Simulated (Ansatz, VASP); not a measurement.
One calculation of NaI, two programs

The input INCAR:

```
SYSTEM = NaI
PREC = Accurate
ENCUT = 520
EDIFF = 1E-7
ISMEAR = 0
SIGMA = 0.02
LREAL = .False.
LASPH = .True.
NELM = 100
ALGO = Normal
ISIF = 2
LWAVE = .False.
LCHARG = .False.
LDIPOL = .True.
IDIPOL = 3
DIPOL = 0.5 0.5 0.289
GGA = PE
NBANDS = 22
```

The input KPOINTS:

```
Automatic mesh
0
Gamma
  6 6 1
  0 0 0
```

POSCAR

```
NaI
1.0
    5.2090530464     -0.0000004277      0.0000000000
   -2.6045261528      4.5111724817      0.0000000000
    0.0000000000      0.0000000000     36.3725714800
Na I
2 2
Direct
    0.3333333333      0.6666666667      0.2102012781
    0.6666666667      0.3333333333      0.3671568559
    0.0000000000      0.0000000000      0.2103374001
    0.0000000000      0.0000000000      0.3670207340
```

Input for Ansatz:

```yaml
crystal:
  lattice:
    - [5.2090530464, -4.277e-07, 0.0]
    - [-2.6045261528, 4.5111724817, 0.0]
    - [0.0, 0.0, 36.37257148]
  atoms:
    - { symbol: Na, position: [0.3333333333, 0.6666666667, 0.2102012781] }
    - { symbol: Na, position: [0.6666666667, 0.3333333333, 0.3671568559] }
    - { symbol: I, position: [0.0, 0.0, 0.2103374001] }
    - { symbol: I, position: [0.0, 0.0, 0.367020734] }
  periodic: [true, true, false]
basis:
  ecutwfc: 420
kpoints:
  mp_grid: { grid: [6, 6, 1] }
  band_path:
    path:
      - [0.0, 0.0, 0.0]
      - [0.5, 0.0, 0.0]
      - [0.33333333, 0.33333333, 0.0]
      - [0.0, 0.0, 0.0]
    npoints: 14
hamiltonian:
  xc: pbe
scf:
  occupations: { method: gaussian, width: 0.02 }
  n_extra_bands: 10
output:
  forces: true
  stress: true
  eigenvalues: true
  populations: true
  dos: { projected: true, de: 0.02, nscf_kmesh: { grid: [9, 9, 1] } }
  bader: true
  write_density: true
  write_potential: true
  elf: true
  volumetric_format: npy
```

Alike in both runs: task single point; functional PBE; k mesh 6 × 6 × 1; occupations gaussian, width 0.02 eV; no spin polarisation.

|  | VASP | Ansatz |
| --- | --- | --- |
| version | VASP 6.6.1 | Ansatz 0.2.0 |
| potentials or method | VASP PAW PBE potentials, release 64 (Na_pv, I), cutoff 520 eV | scalar-relativistic, plane waves, PAW |
| valence electrons in the cell | 28 | 52 |

|  | VASP | Ansatz | Ansatz less VASP |
| --- | --- | --- | --- |
| gap on the k mesh at the Fermi level (eV) | 3.82 | 3.82 | +0.001 |
| least direct gap on the mesh (eV) | 3.99 | 3.99 | +0.001 |

VASP's potentials hold 28 valence electrons a cell and Ansatz's 52, so a difference there can come from the potentials and not from the codes. Ansatz's warnings: xc potential rough in thin density.

Spin-orbit coupling is off throughout.
